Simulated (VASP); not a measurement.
# Si2W (I4/mmm) in VASP: further runs, part 2 of 2

VASP 6.6.1. The steps go on from the part before.

**3. Single point, PBE (volume 14.221 Å^3 an atom, c/a of the conventional cell 2.0309)**

Input file INCAR:

```
PREC = Accurate ; ENCUT = 520
EDIFF = 1E-6 ; ISMEAR = 0
SIGMA = 0.15 ; LREAL = F
LASPH = T ; NELM = 80
ALGO = Normal ; ISIF = 2
LWAVE = F ; LCHARG = T
GGA = PE ; LELF = T
LVHAR = T ; NBANDS = 18
```

Input file KPOINTS:

```
Automatic mesh
0
Gamma
  18 18 18
```

Input file POSCAR:

```
Si2W
1.0
   -1.7382048341      1.7382048341      3.5301201976
    1.7382048341     -1.7382048341      3.5301201976
    1.7382048341      1.7382048341     -3.5301201976
Si W
2 1
Direct
    0.3345726944      0.3345726944      0.0000000000
    0.6654273056      0.6654273056      0.0000000000
    0.0000000000      0.0000000000      0.0000000000
```

Potentials or basis: VASP PAW PBE potentials, release 64 (Si, W_sv).

On the command line:

```sh
$ cat potpaw_PBE.64/Si/POTCAR potpaw_PBE.64/W_sv/POTCAR > POTCAR
$ mpirun -np 1 vasp_std > vasp.out
```

OUTCAR:

```text
PREC = Accurate
   ENCUT = 520
   EDIFF = 1E-6
   ISMEAR = 0
   LREAL = F
   LASPH = T
   NELM = 80
   ISIF = 2
   GGA = PE

 ion  position               nearest neighbor table
   1  0.335  0.335  0.000-   2 2.34   3 2.36   3 2.72   3 2.72   3 2.72   3 2.72   2 2.73   2 2.73
                             2 2.73   2 2.73
   2  0.665  0.665  0.000-   1 2.34   3 2.36   3 2.72   3 2.72   3 2.72   3 2.72   1 2.73   1 2.73
                             1 2.73   1 2.73
   3  0.000  0.000  0.000-   1 2.36   2 2.36   2 2.72   1 2.72   2 2.72   2 2.72   2 2.72   1 2.72
                             1 2.72   1 2.72

  LATTYP: Found a body centered tetragonal cell.
 ALAT       =     3.4764096682
 C/A-ratio  =     2.0309000000

  Lattice vectors:

 A1 = (  -1.7382048341,   1.7382048341,   3.5301201976)
 A2 = (   1.7382048341,  -1.7382048341,   3.5301201976)
 A3 = (   1.7382048341,   1.7382048341,  -3.5301201976)

Analysis of symmetry for initial positions (statically):
=====================================================================
 Subroutine PRICEL returns:
 Original cell was already a primitive cell.

 Routine SETGRP: Setting up the symmetry group for a
 body centered tetragonal supercell.

 Subroutine GETGRP returns: Found 16 space group operations
 (whereof 16 operations were pure point group operations)
 out of a pool of 16 trial point group operations.

The static configuration has the point symmetry D_4h.

Analysis of symmetry for dynamics (positions and initial velocities):
=====================================================================
 Subroutine PRICEL returns:
 Original cell was already a primitive cell.

 Routine SETGRP: Setting up the symmetry group for a
 body centered tetragonal supercell.

 Subroutine GETGRP returns: Found 16 space group operations
 (whereof 16 operations were pure point group operations)
 out of a pool of 16 trial point group operations.

The dynamic configuration has the point symmetry D_4h.

 Subroutine INISYM returns: Found 16 space group operations
 (whereof 16 operations are pure point group operations),
 and found     1 'primitive' translations

----------------------------------------------------------------------------------------

                                     Primitive cell

  volume of cell :      42.6630

  direct lattice vectors                    reciprocal lattice vectors
    -1.738204834  1.738204834  3.530120198     0.000000000  0.287653095  0.141638237
     1.738204834 -1.738204834  3.530120198     0.287653095  0.000000000  0.141638237
     1.738204834  1.738204834 -3.530120198     0.287653095  0.287653095  0.000000000

  length of vectors
     4.301681148  4.301681148  4.301681148     0.320633269  0.320633269  0.406802908

  position of ions in fractional coordinates (direct lattice)
     0.334572694  0.334572694  0.000000000
     0.665427306  0.665427306  0.000000000
     0.000000000  0.000000000  0.000000000

  ion indices of the primitive-cell ions
   primitive index   ion index
                 1           1
                 2           2
                 3           3

----------------------------------------------------------------------------------------

 KPOINTS: Automatic mesh

Automatic generation of k-mesh.
 Grid dimensions read from file:
 generate k-points for:   18   18   18

 Generating k-lattice:

  Cartesian coordinates                     Fractional coordinates (reciprocal lattice)
     0.000000000  0.015980727  0.007868791     0.055555556  0.000000000  0.000000000
     0.015980727  0.000000000  0.007868791     0.000000000  0.055555556  0.000000000
     0.015980727  0.015980727  0.000000000     0.000000000  0.000000000  0.055555556

  Length of vectors
     0.017812959  0.017812959  0.022600162

  Shift w.r.t. Gamma in fractional coordinates (k-lattice)
     0.000000000  0.000000000  0.000000000

 Subroutine IBZKPT returns following result:
 ===========================================

 Found    480 irreducible k-points:

 Following reciprocal coordinates:
            Coordinates               Weight
  0.000000  0.000000  0.000000      1.000000
  0.055556  0.000000 -0.000000      8.000000
  0.111111  0.000000 -0.000000      8.000000
  0.166667  0.000000 -0.000000      8.000000
  0.222222  0.000000 -0.000000      8.000000
  0.277778  0.000000 -0.000000      8.000000
[... 16 lines left out ...]
 -0.277778  0.055556 -0.000000     16.000000
 -0.222222  0.055556  0.000000     16.000000
 [... further k-points ...]
   k-points           NKPTS =    480   k-points in BZ     NKDIM =    480   number of bands    NBANDS=     18
   number of dos      NEDOS =    301   number of ions     NIONS =      3
   total plane-waves  NPLWV =  32768
   dimension x,y,z NGX =    32 NGY =   32 NGZ =   32
   dimension x,y,z NGXF=    64 NGYF=   64 NGZF=   64
   ions per type =               2   1
   NGX,Y,Z   is equivalent  to a cutoff of  12.37, 12.37, 12.37 a.u.
   NGXF,Y,Z  is equivalent  to a cutoff of  24.73, 24.73, 24.73 a.u.
 SYSTEM =  unknown system
   PREC   = accura    normal or accurate (medium, high low for compatibility)
   ISTART =      0    job   : 0-new  1-cont  2-samecut
   ICHARG =      2    charge: 1-file 2-atom 10-const
   ISPIN  =      1    spin polarized calculation?
   LNONCOLLINEAR =      F non collinear calculations
   LSORBIT =      F    spin-orbit coupling
   LASPH  =      T    aspherical Exc in radial PAW
   ENCUT  =  520.0 eV  38.22 Ry    6.18 a.u.   8.00  8.00  8.00*2*pi/ulx,y,z
   NELM   =     80;   NELMIN=  2; NELMDL= -5     # of ELM steps
   EDIFF  = 0.1E-05   stopping-criterion for ELM
   LREAL  =      F    real-space projection
   EDIFFG = 0.1E-04   stopping-criterion for IOM
   NSW    =      0    number of steps for IOM
   IBRION =     -1    ionic relax: 0-MD 1-quasi-New 2-CG
   NFREE  =      0    steps in history (QN), initial steepest desc. (CG)
   ISIF   =      2    stress and relaxation
   ISYM   =      2    0-nonsym 1-usesym 2-fastsym
   POTIM  = 0.5000    time-step for ionic-motion
   TEBEG  =    0.0;   TEEND  =   0.0 temperature during run
   PSTRESS=    0.0 pullay stress
   NELECT =      22.0000    total number of electrons
   NUPDOWN=      -1.0000    fix difference up-down
   EMIN   =  10.00;   EMAX   =-10.00  energy-range for DOS
   EFERMI =   0.00;   METHOD = LEGACY
   ISMEAR =     0;   SIGMA  =   0.15  broadening in eV -4-tet -1-fermi 0-gaus
   EFERMI_NEDOS =   21; number of points for ismear=-14 and -15
   IALGO  =     38    algorithm
   IMIX   =      4    mixing-type and parameters
     AMIX     =   0.40;   BMIX     =  1.00
     AMIX_MAG =   1.60;   BMIX_MAG =  1.00
  volume/ion in A,a.u.               =      14.22        95.97
  Fermi-wavevector in a.u.,A,eV,Ry     =   1.312800  2.480832 23.448880  1.723444
  Thomas-Fermi vector in A             =   2.443167
   LORBIT       =      0    0 simple, 1 ext, 2 COOP (PROOUT), +10 PAW based schemes
   GGA     = PE    functional components
   LHFCALC =     F    Hartree Fock is set to
   AEXX    =    0.0000 exact exchange contribution
   IVDW    =     0    specifies the selected vdW correction
   LEPSILON=     F    determine dielectric tensor
   LRPA    =     F    only Hartree local field effects (RPA)
 non-spin polarized calculation
 Gauss-broadening in eV      SIGMA  =   0.15
  energy-cutoff  :      520.00
  volume of cell :       42.66
 maximum number of plane-waves:      1182
   NGX = 15   NGY = 15   NGZ = 15

 number of electron      22.0000002 magnetization

 Free energy of the ion-electron system (eV)
  ---------------------------------------------------
  ext. energy  EPLUGINS =         0.00000000
  ---------------------------------------------------
  free energy    TOTEN  =       -23.54718572 eV

  energy without entropy =      -23.54120835  energy(sigma->0) =      -23.54419704

 E-fermi :  10.9859     XC(G=0): -12.2270

 val. band max:       10.9839799820   @ k =  -0.4444  -0.4444   0.3889
 cond. band min:      11.0110124446   @ k =  -0.4444  -0.4444   0.2778
 fundamental gap:      0.0270324627
 Fermi energy:        10.9858912947

 k-point     1 :       0.0000    0.0000    0.0000
  band No.  band energies     occupation
      1     -62.7592      2.00000
      2     -27.0933      2.00000
      3     -27.0933      2.00000
      4     -26.9323      2.00000
      5      -2.4887      2.00000
      6       5.0481      2.00000
[... 481 lines left out ...]
      5      -1.7030      2.00000
      6       4.7990      2.00000
[... 10 lines left out ...]
     17      16.8761      0.00000
     18      18.6714      0.00000

 [... further k-points ...]

------------------------ aborting loop because EDIFF is reached ----------------------------------------

  FORCE on cell =-STRESS in cart. coord.  units (eV):
  Direction    XX          YY          ZZ          XY          YZ          ZX
  --------------------------------------------------------------------------------------
  -------------------------------------------------------------------------------------
  Total       -5.9704898     -5.9704898     15.4509280      0.0000000      0.0000000      0.0000000
  in kB     -224.2173181   -224.2173181    580.2481453      0.0000000      0.0000000      0.0000000
  external PRESSURE =      43.9378364 kB  Pullay stress =       0.0000000 kB

 VOLUME and BASIS-vectors are now :
 -----------------------------------------------------------------------------
  energy-cutoff  :      520.00
  volume of cell :       42.66
      direct lattice vectors                 reciprocal lattice vectors
    -1.738204834  1.738204834  3.530120198     0.000000000  0.287653095  0.141638237
     1.738204834 -1.738204834  3.530120198     0.287653095  0.000000000  0.141638237
     1.738204834  1.738204834 -3.530120198     0.287653095  0.287653095  0.000000000

 POSITION                                       TOTAL-FORCE (eV/Angst)
 -----------------------------------------------------------------------------------
      0.00000      0.00000      2.36216        -0.000000     -0.000000      0.555680
      0.00000      0.00000      4.69808         0.000000      0.000000     -0.555680
      0.00000      0.00000      0.00000        -0.000000     -0.000000     -0.000000
 -----------------------------------------------------------------------------------
    total drift:                               -0.000000      0.000000      0.000000

  FREE ENERGIE OF THE ION-ELECTRON SYSTEM (eV)
  ---------------------------------------------------
  free  energy   TOTEN  =       -23.5471857234 eV

  energy  without entropy=      -23.5412083469  energy(sigma->0) =      -23.54419704
```

stdout:

```text
POSCAR found type information on POSCAR SiW
 POSCAR found :  2 types and       3 ions
 scaLAPACK will be used
 LDA part: xc-table for (Slater+PW92), standard interpolation
 POSCAR, INCAR and KPOINTS ok, starting setup
 FFT: planning ... GRIDC
 FFT: planning ... GRID_SOFT
 FFT: planning ... GRID
 WAVECAR not read
 entering main loop
```

It took 8.8 min on 1 thread of AMD EPYC 7R13, shared host; peak memory 0.42 GiB.

What came out:

* Free energy: -23.5472 eV
* Pressure: 4.4 GPa
* Largest force: 0.556 eV/Å
* Band gap on the k mesh: zero (band 11 reaches 11.28 eV, above the bottom of band 12 at 10.84 eV)

Forces on the atoms (eV/Å):
```
Si   0.000  0.000  0.556
Si   0.000  0.000 -0.556
W    0.000  0.000  0.000
```

Caveat: spin-orbit coupling is left out, which moves the levels of the heavy elements.

**4. Single point, PBE (volume 14.221 Å^3 an atom, c/a of the conventional cell 2.4362)**

Input file INCAR:

```
SYSTEM = Si2W
PREC = Accurate
ENCUT = 520
EDIFF = 1E-7
ISMEAR = 0
SIGMA = 0.15
LREAL = .False.
LASPH = .True.
NELM = 80
ALGO = Normal
ISIF = 2
LWAVE = .False.
LCHARG = .False.
GGA = PE
NBANDS = 18
```

Input file KPOINTS:

```
regular mesh
0
Gamma
  18 18 18
  0 0 0
```

Input file POSCAR:

```
Si2W
1.0
   -1.6359083593      1.6359083593      3.9854141332
    1.6359083593     -1.6359083593      3.9854141332
    1.6359083593      1.6359083593     -3.9854141332
Si W
2 1
Direct
    0.3345726944      0.3345726944      0.0000000000
    0.6654273056      0.6654273056      0.0000000000
    0.0000000000      0.0000000000      0.0000000000
```

On the command line:

```sh
$ cat potpaw_PBE.64/Si/POTCAR potpaw_PBE.64/W_sv/POTCAR > POTCAR
$ mpirun -np 1 vasp_std > vasp.out
```

It took 18 min on 1 thread of AMD EPYC 7R13, shared host; peak memory 0.45 GiB.

It converged, with:

* Free energy: -24.7751 eV
* Pressure: -7.9 GPa
* Largest force: 0.094 eV/Å
* Band gap on the k mesh: zero (band 11 reaches 11.89 eV, above the bottom of band 12 at 10.71 eV)

Forces on the atoms (eV/Å):
```
Si   0.000  0.000  0.094
Si   0.000  0.000 -0.094
W    0.000  0.000  0.000
```

Stress tensor (GPa, compression positive):
```
-7.56  0.00  0.00
 0.00 -7.56  0.00
 0.00  0.00 -8.59
```

Levels at points of the mesh, in eV from the Fermi level:
```
           k point  band 8  band 9  band 10  band 11  band 12  band 13  band 14  band 15
(0.00, 0.00, 0.00)   -3.05   -2.69    -2.69     0.58     2.43     2.94     2.94     3.13
(0.50, 0.00, 0.00)   -4.67   -2.62    -2.57    -0.37     2.50     2.70     3.80     4.00
(0.50, 0.50, 0.00)   -5.50   -4.80    -3.03    -1.72     2.59     2.74     2.88     3.72
(0.50, 0.50, 0.50)   -2.43   -0.83    -0.83    -0.46    -0.46     0.74     4.29     4.29
```

Caveat: spin-orbit coupling is left out, which moves the levels of the heavy elements.

**5. Summary**

```csv
cell,gap on the mesh (eV),pressure (GPa),largest force (eV/Å)
"a = 4.980 Å, angles 142.3, 142.3, 54.4°, 3 atoms",none,-18.0,0.52
"a = 4.302 Å, angles 132.3, 132.3, 69.7°, 3 atoms",none,4.4,0.56
"a = 4.608 Å, angles 138.4, 138.4, 60.3°, 3 atoms",none,-7.9,0.09
```

Alike in all rows: task single point; level PBE; potentials or basis VASP PAW PBE potentials, release 64 (Si, W_sv); no spin polarisation; k mesh 18 × 18 × 18; cutoff (eV) 520; smearing gaussian 0.15 eV.

Caveats: spin-orbit coupling is left out, which moves the levels of the heavy elements.

Total energies depend on the potentials used, so only differences within one code and one set of settings carry meaning.
